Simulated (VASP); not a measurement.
Input of a VASP 6.6.1 run:

File INCAR:

```
SYSTEM = BaTiO3
  ALGO = Normal
  EDIFF = 1E-8
  ENCUT = 520
  GGA = PS
  ISIF = 2
  ISMEAR = -1
  LASPH = .TRUE.
  LCHARG = .FALSE.
  LEFG = .TRUE.
  LREAL = .FALSE.
  LWAVE = .FALSE.
  NBANDS = 28
  NELM = 100
  PREC = Accurate
  SIGMA = 0.03
```

File KPOINTS:

```
k-points
0
G
  7 7 7
  0 0 0
```

File POSCAR:

```
BaTiO3
1.0
    3.9998000000      0.0000000000      0.0000000000
    0.0000000000      3.9998000000      0.0000000000
    0.0000000000      0.0000000000      4.0180000000
Ba Ti O
1 1 3
Direct
    0.0000000000      0.0000000000      0.0000000000
    0.5000000000      0.5000000000      0.5000000000
    0.5000000000      0.5000000000      0.0000000000
    0.5000000000      0.0000000000      0.5000000000
    0.0000000000      0.5000000000      0.5000000000
```

Potentials or basis: VASP PAW PBE potentials, release 64 (Ba_sv, Ti_sv, O).

Run with:

```sh
$ cat potpaw_PBE.64/Ba_sv/POTCAR potpaw_PBE.64/Ti_sv/POTCAR potpaw_PBE.64/O/POTCAR > POTCAR
$ mpirun -np 1 vasp_std > vasp.out
```

Question: Estimate the band gap on the k mesh.

Answer: 1.75 eV, indirect (least direct gap 1.84 eV).

Question: Predict the pressure.

Answer: -2.8 GPa.

Stress tensor (GPa, compression positive):
```
-2.51  0.00  0.00
 0.00 -2.51  0.00
 0.00  0.00 -3.36
```

Caveat: without QUAD_EFG the Cq values of the log hold for a quadrupole moment of 1 mb, not for the nuclei; the PAW data sets were made with another functional, which shifts forces and pressure a little; spin-orbit coupling is left out, which moves the levels of the heavy elements. A k mesh can miss the band edges.
